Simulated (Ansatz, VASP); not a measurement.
# Mg2SO: VASP beside Ansatz

```xyz
4
Lattice="3.6749 0.0000 0.0000 0.0000 3.6749 0.0000 0.0000 0.0000 4.8840" Properties=species:S:1:pos:R:3 pbc="T T T"
O     0.0000    0.0000    0.0000
Mg    0.0000    1.8374    3.9624
Mg    1.8374    0.0000    0.9215
S     1.8374    1.8374    2.4420
```

Alike in both runs: task single point; functional PBE-based screened hybrid; k mesh 4 × 4 × 2; no spin polarisation.

|  | VASP | Ansatz |
| --- | --- | --- |
| version | VASP 6.6.1 | Ansatz 0.2.0 |
| potentials or method | VASP PAW PBE potentials, release 64 (O, Mg, S) | plane waves |
| plane-wave cutoff (eV) | 520 | 420 |
| occupations | gaussian, width 0.01 eV | fixed |
| valence electrons in the cell | 16 | 32 |

```csv
,VASP,Ansatz,Ansatz less VASP
gap on the k mesh at the Fermi level (eV),3.87,3.86,-0.010
pressure (GPa),-1.6,-1.3,+0.32
rms of the force components (eV/Å),0.011,0.005,-0.0062
```

VASP's potentials were made for PBE, not for PBE-based screened hybrid. VASP's potentials hold 16 valence electrons a cell and Ansatz's 32, so a difference there can come from the potentials and not from the codes. Ansatz's warnings: stress exchange threshold loose, stress scf threshold loose.

The k mesh is coarse, so the values compare programs but aren't converged.
